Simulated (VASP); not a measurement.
# Ni (Fm-3m) in VASP: a series of runs

The runs below take Ni through single point, with r2SCAN.

Everything below comes from runs of VASP 6.6.1. Logs are shortened: lines on timing, memory, paths and dates and some standing lists are left out, and cuts for length are marked.

## (1) The cell of the first run

Symmetry: Fm-3m, No. 225, cubic system. Conventional cell: a = 3.534 Å, b = 3.534 Å, c = 3.534 Å, α = 90.00°, β = 90.00°, γ = 90.00°. Within 3.3 Å of Ni (site symmetry m-3m) lie 12 Ni at 2.50 Å.

## (2) Single point, r2SCAN, collinear spin, ferromagnetic start

The input, POSCAR:

```
Ni
1.0
    0.0000000000      1.7672500000      1.7672500000
    1.7672500000      0.0000000000      1.7672500000
    1.7672500000      1.7672500000      0.0000000000
Ni
1
Direct
    0.0000000000      0.0000000000      0.0000000000
```

The input, INCAR.step1:

```
SYSTEM = Ni
ALGO = Normal
EDIFF = 1E-4
ENCUT = 520
GGA = PE
ISMEAR = -1
ISPIN = 2
LASPH = .True.
LCHARG = .False.
LMAXMIX = 4
LREAL = .False.
LWAVE = .True.
MAGMOM = 2
NBANDS = 15
NELM = 150
PREC = Accurate
SIGMA = 0.1
```

The input, INCAR.step2:

```
SYSTEM = Ni
ALGO = Normal
EDIFF = 1E-7
ENCUT = 520
ISIF = 2
ISMEAR = -1
ISPIN = 2
ISTART = 1
LASPH = .True.
LCHARG = .False.
LMAXMIX = 4
LMIXTAU = .True.
LORBIT = 11
LREAL = .False.
LWAVE = .False.
MAGMOM = 2
METAGGA = R2SCAN
NBANDS = 15
NELM = 150
PREC = Accurate
SIGMA = 0.1
```

The input, KPOINTS:

```
k-points
0
Gamma
  14 14 14
  0 0 0
```

Potentials or basis: VASP PAW PBE potentials, release 64 (Ni).

The run is started by

```sh
$ cat potpaw_PBE.64/Ni/POTCAR > POTCAR
$ cp INCAR.step1 INCAR
$ mpirun -np 1 vasp_std > vasp.out
$ cp INCAR.step2 INCAR
$ mpirun -np 1 vasp_std > vasp.out
```

OUTCAR:

```text
SYSTEM = Ni
   EDIFF = 1E-7
   ENCUT = 520
   ISIF = 2
   ISMEAR = -1
   ISPIN = 2
   ISTART = 1
   LASPH = .True.
   LORBIT = 11
   LREAL = .False.
   METAGGA = R2SCAN
   NELM = 150
   PREC = Accurate

 ion  position               nearest neighbor table
   1  0.000  0.000  0.000-

  LATTYP: Found a face centered cubic cell.
 ALAT       =     3.5345000000

  Lattice vectors:

 A1 = (   0.0000000000,   1.7672500000,   1.7672500000)
 A2 = (   1.7672500000,   0.0000000000,   1.7672500000)
 A3 = (   1.7672500000,   1.7672500000,   0.0000000000)

Analysis of symmetry for initial positions (statically):
=====================================================================
 Subroutine PRICEL returns:
 Original cell was already a primitive cell.

 Routine SETGRP: Setting up the symmetry group for a
 face centered cubic supercell.

 Subroutine GETGRP returns: Found 48 space group operations
 (whereof 48 operations were pure point group operations)
 out of a pool of 48 trial point group operations.

The static configuration has the point symmetry O_h .

Analysis of symmetry for dynamics (positions and initial velocities):
=====================================================================
 Subroutine PRICEL returns:
 Original cell was already a primitive cell.

 Routine SETGRP: Setting up the symmetry group for a
 face centered cubic supercell.

 Subroutine GETGRP returns: Found 48 space group operations
 (whereof 48 operations were pure point group operations)
 out of a pool of 48 trial point group operations.

The dynamic configuration has the point symmetry O_h .

Analysis of structural, dynamic, and magnetic symmetry:
=====================================================================
 Subroutine PRICEL returns:
 Original cell was already a primitive cell.

 Routine SETGRP: Setting up the symmetry group for a
 face centered cubic supercell.

 Subroutine GETGRP returns: Found 48 space group operations
 (whereof 48 operations were pure point group operations)
 out of a pool of 48 trial point group operations.

The overall configuration has the point symmetry O_h .

 Subroutine INISYM returns: Found 48 space group operations
 (whereof 48 operations are pure point group operations),
 and found     1 'primitive' translations

----------------------------------------------------------------------------------------

                                     Primitive cell

  volume of cell :      11.0389

  direct lattice vectors                    reciprocal lattice vectors
     0.000000000  1.767250000  1.767250000    -0.282925449  0.282925449  0.282925449
     1.767250000  0.000000000  1.767250000     0.282925449 -0.282925449  0.282925449
     1.767250000  1.767250000  0.000000000     0.282925449  0.282925449 -0.282925449

  length of vectors
     2.499268918  2.499268918  2.499268918     0.490041253  0.490041253  0.490041253

  position of ions in fractional coordinates (direct lattice)
     0.000000000  0.000000000  0.000000000

  ion indices of the primitive-cell ions
   primitive index   ion index
                 1           1

----------------------------------------------------------------------------------------

 KPOINTS: k-points

Automatic generation of k-mesh.
 Grid dimensions read from file:
 generate k-points for:   14   14   14

 Generating k-lattice:

  Cartesian coordinates                     Fractional coordinates (reciprocal lattice)
    -0.020208961  0.020208961  0.020208961     0.071428571  0.000000000  0.000000000
     0.020208961 -0.020208961  0.020208961     0.000000000  0.071428571  0.000000000
     0.020208961  0.020208961 -0.020208961     0.000000000  0.000000000  0.071428571

  Length of vectors
     0.035002947  0.035002947  0.035002947

  Shift w.r.t. Gamma in fractional coordinates (k-lattice)
     0.000000000  0.000000000  0.000000000

 Subroutine IBZKPT returns following result:
 ===========================================

 Found    104 irreducible k-points:

 Following reciprocal coordinates:
            Coordinates               Weight
  0.000000  0.000000  0.000000      1.000000
  0.071429  0.000000  0.000000      8.000000
  0.142857  0.000000  0.000000      8.000000
  0.214286  0.000000  0.000000      8.000000
  0.285714  0.000000  0.000000      8.000000
  0.357143  0.000000  0.000000      8.000000
[... 16 lines left out ...]
  0.214286  0.142857  0.000000     24.000000
  0.285714  0.142857  0.000000     24.000000
 [... further k-points ...]
   k-points           NKPTS =    104   k-points in BZ     NKDIM =    104   number of bands    NBANDS=     15
   number of dos      NEDOS =    301   number of ions     NIONS =      1
   total plane-waves  NPLWV =   8000
   dimension x,y,z NGX =    20 NGY =   20 NGZ =   20
   dimension x,y,z NGXF=    40 NGYF=   40 NGZF=   40
   ions per type =               1
   NGX,Y,Z   is equivalent  to a cutoff of  13.30, 13.30, 13.30 a.u.
   NGXF,Y,Z  is equivalent  to a cutoff of  26.61, 26.61, 26.61 a.u.
 SYSTEM =  Ni
   PREC   = accura    normal or accurate (medium, high low for compatibility)
   ISTART =      1    job   : 0-new  1-cont  2-samecut
   ICHARG =      0    charge: 1-file 2-atom 10-const
   ISPIN  =      2    spin polarized calculation?
   LNONCOLLINEAR =      F non collinear calculations
   LSORBIT =      F    spin-orbit coupling
   LASPH  =      T    aspherical Exc in radial PAW
   ENCUT  =  520.0 eV  38.22 Ry    6.18 a.u.   4.65  4.65  4.65*2*pi/ulx,y,z
   NELM   =    150;   NELMIN=  2; NELMDL=  0     # of ELM steps
   EDIFF  = 0.1E-06   stopping-criterion for ELM
   LREAL  =      F    real-space projection
   EDIFFG = 0.1E-05   stopping-criterion for IOM
   NSW    =      0    number of steps for IOM
   IBRION =     -1    ionic relax: 0-MD 1-quasi-New 2-CG
   NFREE  =      0    steps in history (QN), initial steepest desc. (CG)
   ISIF   =      2    stress and relaxation
   ISYM   =      2    0-nonsym 1-usesym 2-fastsym
   POTIM  = 0.5000    time-step for ionic-motion
   TEBEG  =    0.0;   TEEND  =   0.0 temperature during run
   PSTRESS=    0.0 pullay stress
   NELECT =      10.0000    total number of electrons
   NUPDOWN=      -1.0000    fix difference up-down
   EMIN   =  10.00;   EMAX   =-10.00  energy-range for DOS
   EFERMI =   0.00;   METHOD = LEGACY
   ISMEAR =    -1;   SIGMA  =   0.10  broadening in eV -4-tet -1-fermi 0-gaus
   EFERMI_NEDOS =   21; number of points for ismear=-14 and -15
   IALGO  =     38    algorithm
   IMIX   =      4    mixing-type and parameters
     AMIX     =   0.40;   BMIX     =  1.00
     AMIX_MAG =   1.60;   BMIX_MAG =  1.00
  volume/ion in A,a.u.               =      11.04        74.49
  Fermi-wavevector in a.u.,A,eV,Ry     =   1.584043  2.993406 34.139613  2.509191
  Thomas-Fermi vector in A             =   2.683721
   LORBIT       =     11    0 simple, 1 ext, 2 COOP (PROOUT), +10 PAW based schemes
   METAGGA = R2SCAN    functional components
   LHFCALC =     F    Hartree Fock is set to
   AEXX    =    0.0000 exact exchange contribution
   IVDW    =     0    specifies the selected vdW correction
   LEPSILON=     F    determine dielectric tensor
   LRPA    =     F    only Hartree local field effects (RPA)
 spin polarized calculation
  energy-cutoff  :      520.00
  volume of cell :       11.04
 maximum number of plane-waves:       307
   NGX =  9   NGY =  9   NGZ =  9

 number of electron      10.0000010 magnetization       0.7424128

 Free energy of the ion-electron system (eV)
  ---------------------------------------------------
  ext. energy  EPLUGINS =         0.00000000
  ---------------------------------------------------
  free energy    TOTEN  =       -11.95054682 eV

  energy without entropy =      -11.90779274  energy(sigma->0) =      -11.92916978

 E-fermi :   9.1135     XC(G=0): -14.2871

 val. band max:        9.0851488368   @ k =  -0.2857   0.0714   0.0000
 cond. band min:       9.1506731730   @ k =   0.3571   0.1429   0.0714
 fundamental gap:      0.0655243362
 Fermi energy:         9.1134865988

 spin component 1

 k-point     1 :       0.0000    0.0000    0.0000
  band No.  band energies     occupation
      1      -0.1809      1.00000
      2       6.2017      1.00000
      3       6.2018      1.00000
      4       6.2018      1.00000
      5       7.4671      1.00000
      6       7.4671      1.00000
      7      33.5302      0.00000
      8      37.5608      0.00000
      9      37.5608      0.00000
     10      37.5611      0.00000
     11      40.1325      0.00000
     12      40.1325      0.00000
     13      40.1325      0.00000
     14      43.6323      0.00000
     15      49.9182      0.00000
[... 397 lines left out ...]
 k-point    24 :       0.2857    0.1429    0.0000
  band No.  band energies     occupation
      1       2.5219      1.00000
      2       5.5720      1.00000
      3       6.5019      1.00000
      4       6.7133      1.00000
      5       7.3914      1.00000
      6       7.7689      1.00000
      7      24.9116      0.00000
      8      30.6667      0.00000
      9      31.3631      0.00000
     10      34.1157      0.00000
     11      39.3888      0.00000
     12      43.4732      0.00000
     13      45.5219      0.00000
     14      47.6333      0.00000
     15      51.1801      0.00000

 [... further k-points ...]

 spin component 2

 k-point     1 :       0.0000    0.0000    0.0000
  band No.  band energies     occupation
      1      -0.4430      1.00000
      2       7.5612      1.00000
      3       7.5612      1.00000
      4       7.5612      1.00000
      5       8.2433      0.99983
      6       8.2433      0.99983
      7      33.2553      0.00000
      8      37.6724      0.00000
      9      37.6725      0.00000
     10      37.6725      0.00000
     11      40.4402      0.00000
     12      40.4403      0.00000
     13      40.4403      0.00000
     14      43.6992      0.00000
     15      50.5239      0.00000
[... 397 lines left out ...]
 k-point    24 :       0.2857    0.1429    0.0000
  band No.  band energies     occupation
      1       2.3369      1.00000
      2       6.7612      1.00000
      3       7.4438      1.00000
      4       7.9175      0.99999
      5       8.5314      0.99704
      6       8.7602      0.97160
      7      25.1119      0.00000
      8      30.8771      0.00000
      9      31.3605      0.00000
     10      34.2946      0.00000
     11      39.7256      0.00000
     12      43.6327      0.00000
     13      45.7428      0.00000
     14      47.9415      0.00000
     15      52.5182      0.00000

 [... further k-points ...]

------------------------ aborting loop because EDIFF is reached ----------------------------------------

  FORCE on cell =-STRESS in cart. coord.  units (eV):
  Direction    XX          YY          ZZ          XY          YZ          ZX
  --------------------------------------------------------------------------------------
  -------------------------------------------------------------------------------------
  Total       -0.5949775     -0.5949775     -0.5949775      0.0000000      0.0000000      0.0000000
  in kB      -86.3549376    -86.3549376    -86.3549376      0.0000000      0.0000000      0.0000000
  external PRESSURE =     -86.3549376 kB  Pullay stress =       0.0000000 kB

 VOLUME and BASIS-vectors are now :
 -----------------------------------------------------------------------------
  energy-cutoff  :      520.00
  volume of cell :       11.04
      direct lattice vectors                 reciprocal lattice vectors
     0.000000000  1.767250000  1.767250000    -0.282925449  0.282925449  0.282925449
     1.767250000  0.000000000  1.767250000     0.282925449 -0.282925449  0.282925449
     1.767250000  1.767250000  0.000000000     0.282925449  0.282925449 -0.282925449

 POSITION                                       TOTAL-FORCE (eV/Angst)
 -----------------------------------------------------------------------------------
      0.00000      0.00000      0.00000         0.000000      0.000000      0.000000
 -----------------------------------------------------------------------------------
    total drift:                               -0.000000     -0.000000     -0.000000

  FREE ENERGIE OF THE ION-ELECTRON SYSTEM (eV)
  ---------------------------------------------------
  free  energy   TOTEN  =       -11.9505468202 eV

  energy  without entropy=      -11.9077927418  energy(sigma->0) =      -11.92916978

 total charge

# of ion       s       p       d       tot
------------------------------------------
    1        0.508   0.506   8.305   9.319

 magnetization (x)

# of ion       s       p       d       tot
------------------------------------------
    1       -0.010  -0.043   0.821   0.768
```

It took 8.2 min on 1 thread of AMD EPYC 7R13, shared host; peak memory 0.12 GiB.

Results:

```
Free energy                                           : -11.9505 eV
Pressure                                              : -8.6 GPa
Net moment                                            : 0.74 μB per cell
Site moments                                          : Ni +0.77 μB
Valence electrons inside the program's atomic spheres : Ni 9.32
```

Levels at points of the mesh, in eV from the Fermi level:
Spin up:
```
           k point  band 3  band 4  band 5  band 6  band 7  band 8
(0.00, 0.00, 0.00)   -2.91   -2.91   -1.65   -1.65   24.42   28.45
(0.50, 0.00, 0.00)   -2.83   -1.07   -1.07   -0.37    5.53   22.87
(0.50, 0.50, 0.00)   -1.00   -1.00   -0.95    2.48    9.22   15.27
```
Spin down:
| k point | band 1 | band 2 | band 3 | band 4 | band 5 | band 6 | band 7 | band 8 |
| --- | --- | --- | --- | --- | --- | --- | --- | --- |
| (0.00, 0.00, 0.00) | -9.56 | -1.55 | -1.55 | -1.55 | -0.87 | -0.87 | 24.14 | 28.56 |
| (0.50, 0.00, 0.00) | -4.51 | -1.89 | -1.89 | -0.60 | 0.19 | 0.19 | 6.24 | 22.75 |
| (0.50, 0.50, 0.00) | -4.54 | -3.57 | -0.14 | 0.56 | 0.56 | 2.22 | 9.57 | 15.33 |

Caveat: the PAW data sets were made with another functional, which shifts forces and pressure a little.

## (3) Single point, r2SCAN, collinear spin, ferromagnetic start

POSCAR is that of step 2.

The input, INCAR.step1:

```
PREC = Accurate
ENCUT = 520
ISMEAR = -1
SIGMA = 0.1
LREAL = F
LASPH = T
NELM = 150
ISPIN = 2
MAGMOM = 2
LMAXMIX = 4
NBANDS = 15
GGA = PE
ALGO = Normal
EDIFF = 1E-4
LWAVE = T
LCHARG = F
```

The input, INCAR.step2:

```
PREC = Accurate
ENCUT = 520
EDIFF = 1E-6
ISMEAR = -1
SIGMA = 0.1
LREAL = F
LASPH = T
NELM = 150
ALGO = Normal
ISIF = 2
LWAVE = F
LCHARG = F
ISPIN = 2
MAGMOM = 2
LORBIT = 11
LMAXMIX = 4
METAGGA = R2SCAN
LMIXTAU = T
NBANDS = 15
ISTART = 1
```

The input, KPOINTS:

```
Automatic mesh
0
Gamma
  14 14 14
```

Potentials or basis: VASP PAW PBE potentials, release 64 (Ni).

The run is started by

```sh
$ cat potpaw_PBE.64/Ni/POTCAR > POTCAR
$ cp INCAR.step1 INCAR
$ mpirun -np 1 vasp_std > vasp.out
$ cp INCAR.step2 INCAR
$ mpirun -np 1 vasp_std > vasp.out
```

Wall time 6.4 min (1 thread of AMD EPYC 7R13, shared host); peak memory 0.12 GiB.

The run converged. Its results:

```
Free energy                                           : -11.9505 eV
Pressure                                              : -8.6 GPa
Net moment                                            : 0.74 μB per cell
Site moments                                          : Ni +0.77 μB
Valence electrons inside the program's atomic spheres : Ni 9.32
```

Levels at points of the mesh, in eV from the Fermi level:
Spin up:
| k point | band 1 | band 2 | band 3 | band 4 | band 5 | band 6 | band 7 | band 8 | band 9 | band 10 |
| --- | --- | --- | --- | --- | --- | --- | --- | --- | --- | --- |
| (0.00, 0.00, 0.00) | -9.29 | -2.91 | -2.91 | -2.91 | -1.65 | -1.65 | 24.42 | 28.45 | 28.45 | 28.45 |
| (0.50, 0.00, 0.00) | -5.20 | -2.83 | -2.83 | -1.07 | -1.07 | -0.37 | 5.53 | 22.87 | 25.37 | 25.37 |
| (0.50, 0.50, 0.00) | -4.97 | -4.64 | -1.00 | -1.00 | -0.95 | 2.48 | 9.22 | 15.27 | 15.27 | 19.89 |
Spin down:
| k point | band 1 | band 2 | band 3 | band 4 | band 5 | band 6 | band 7 | band 8 |
| --- | --- | --- | --- | --- | --- | --- | --- | --- |
| (0.00, 0.00, 0.00) | -9.56 | -1.55 | -1.55 | -1.55 | -0.87 | -0.87 | 24.14 | 28.56 |
| (0.50, 0.00, 0.00) | -4.51 | -1.89 | -1.89 | -0.60 | 0.19 | 0.19 | 6.24 | 22.75 |
| (0.50, 0.50, 0.00) | -4.54 | -3.57 | -0.14 | 0.56 | 0.56 | 2.22 | 9.57 | 15.33 |

Caveat: the PAW data sets were made with another functional, which shifts forces and pressure a little.

## (4) Single point, r2SCAN, collinear spin, ferromagnetic start

POSCAR is that of step 3.

The input, INCAR.step1:

```
SYSTEM = Ni
ALGO = Normal
EDIFF = 1E-4
ENCUT = 520
GGA = PE
ISMEAR = -1
ISPIN = 2
LASPH = .True.
LCHARG = .False.
LMAXMIX = 4
LREAL = .False.
LWAVE = .True.
MAGMOM = 2
NBANDS = 15
NELM = 150
PREC = Accurate
SIGMA = 0.01
```

The input, INCAR.step2:

```
SYSTEM = Ni
ALGO = Normal
EDIFF = 1E-6
ENCUT = 520
ISIF = 2
ISMEAR = -1
ISPIN = 2
ISTART = 1
LASPH = .True.
LCHARG = .False.
LMAXMIX = 4
LMIXTAU = .True.
LORBIT = 11
LREAL = .False.
LWAVE = .False.
MAGMOM = 2
METAGGA = R2SCAN
NBANDS = 15
NELM = 150
PREC = Accurate
SIGMA = 0.01
```

The input, KPOINTS:

```
k-points
0
Gamma
  14 14 14
  0 0 0
```

The run is started by

```sh
$ cat potpaw_PBE.64/Ni/POTCAR > POTCAR
$ cp INCAR.step1 INCAR
$ mpirun -np 1 vasp_std > vasp.out
$ cp INCAR.step2 INCAR
$ mpirun -np 1 vasp_std > vasp.out
```

It took 6.5 min on 1 thread of AMD EPYC 7R13, shared host; peak memory 0.12 GiB.

It converged, with:

```
Free energy                                           : -11.9289 eV
Pressure                                              : -8.8 GPa
Net moment                                            : 0.75 μB per cell
Site moments                                          : Ni +0.78 μB
Valence electrons inside the program's atomic spheres : Ni 9.32
```

Levels at points of the mesh, in eV from the Fermi level:
Spin up:
```csv
k point,band 1,band 2,band 3,band 4,band 5,band 6,band 7,band 8,band 9,band 10
"(0.00, 0.00, 0.00)",-9.34,-2.98,-2.98,-2.98,-1.70,-1.70,24.37,28.40,28.40,28.40
"(0.50, 0.00, 0.00)",-5.26,-2.89,-2.89,-1.13,-1.13,-0.41,5.48,22.83,25.32,25.32
"(0.50, 0.50, 0.00)",-5.02,-4.70,-1.07,-1.07,-1.01,2.43,9.17,15.22,15.22,19.83
```
Spin down:
| k point | band 1 | band 2 | band 3 | band 4 | band 5 | band 6 | band 7 | band 8 |
| --- | --- | --- | --- | --- | --- | --- | --- | --- |
| (0.00, 0.00, 0.00) | -9.61 | -1.59 | -1.59 | -1.59 | -0.93 | -0.93 | 24.09 | 28.51 |
| (0.50, 0.00, 0.00) | -4.56 | -1.94 | -1.94 | -0.65 | 0.15 | 0.15 | 6.20 | 22.70 |
| (0.50, 0.50, 0.00) | -4.60 | -3.61 | -0.20 | 0.52 | 0.52 | 2.16 | 9.52 | 15.28 |

Caveat: the PAW data sets were made with another functional, which shifts forces and pressure a little.

[end of part 1 of 2]
